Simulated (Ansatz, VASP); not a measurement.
## One calculation of GaP, two programs

File INCAR:

```
SYSTEM = GaP
PREC = Accurate ; ENCUT = 520
EDIFF = 1E-6 ; ISMEAR = -1
SIGMA = 0.03 ; LREAL = .FALSE.
LASPH = .TRUE. ; NELM = 100
ALGO = Normal ; ISIF = 2
LWAVE = .FALSE. ; LCHARG = .FALSE.
GGA = PE ; NBANDS = 16
```

File KPOINTS:

```
Automatic mesh
0
G
  13 13 13
  0 0 0
```

The input POSCAR:

```
GaP
1.0
    0.0000000000      2.7802685117      2.7802685117
    2.7802685117      0.0000000000      2.7802685117
    2.7802685117      2.7802685117      0.0000000000
Ga P
1 1
Direct
    0.0000000000      0.0000000000      0.0000000000
    0.2500000000      0.2500000000      0.2500000000
```

Input for Ansatz:

```yaml
crystal:
  lattice:
    - [0.0, 2.7802685117, 2.7802685117]
    - [2.7802685117, 0.0, 2.7802685117]
    - [2.7802685117, 2.7802685117, 0.0]
  atoms:
    - { symbol: Ga, position: [0.0, 0.0, 0.0] }
    - { symbol: P, position: [0.25, 0.25, 0.25] }
kpoints:
  mp_grid: { grid: [13, 13, 13] }
scf:
  occupations: { method: fermi_dirac, width: 0.03 }
hamiltonian:
  xc: pbe
  pseudopotentials: { kind: all_electron, lapw: { basis_error: 0.001 } }
output:
  forces: true
  stress: true
  eigenvalues: true
```

Change from the starting cell: volume scaled by 1.03.

Alike in both runs: task single point; functional PBE; k mesh 13 × 13 × 13; occupations fermi-dirac, width 0.03 eV; no spin polarisation.

```csv
,VASP,Ansatz
version,VASP 6.6.1,Ansatz 0.2.0
potentials or method,"VASP PAW PBE potentials, release 64 (Ga_d, P), cutoff 520 eV","all-electron LAPW, scalar-relativistic"
```

```tsv
	VASP	Ansatz	Ansatz less VASP
gap on the k mesh at the Fermi level (eV)	1.34	1.34	+0.005
pressure (GPa)	-2.2	-2.1	+0.04
```

Ansatz ran all-electron here, and VASP with PAW potentials.
